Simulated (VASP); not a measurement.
PtSe2, 12 atoms in the cell. The cell holds a slab with vacuum, 12 atoms: a = 7.543 Å, b = 7.543 Å, c = 20.561 Å, α = 90.00°, β = 90.00°, γ = 120.00°. 

```yaml
Program: VASP 6.6.1
Task: single point
Functional: PBE
Dispersion: D3(BJ)
Potentials_or_basis: VASP PAW PBE potentials, release 64 (Se, Pt)
Cutoff: 520 eV
k_mesh: 3 × 3 × 1
Occupations: gaussian, width 0.1 eV
Spin: no spin polarisation
Dipole_correction: yes
Further_INCAR_settings: ALGO = Normal; EDIFF = 1e-07; NBANDS = 56
```

Potentials or basis: VASP PAW PBE potentials, release 64 (Se, Pt).

Run with:

```console
$ cat potpaw_PBE.64/Se/POTCAR potpaw_PBE.64/Pt/POTCAR > POTCAR
$ mpirun -np 1 vasp_std > vasp.out
```

Hardware: 1 thread of AMD EPYC 9R45 96-Core Processor (Zen 5), with other jobs on the host.

**Question.** Estimate the wall time of this run.

**Answer.** It took 7.6 min on 1 thread of AMD EPYC 9R45 96-Core Processor (Zen 5) (shared host), peak memory 1 GiB. Counts: scf iterations 29, k points 5.
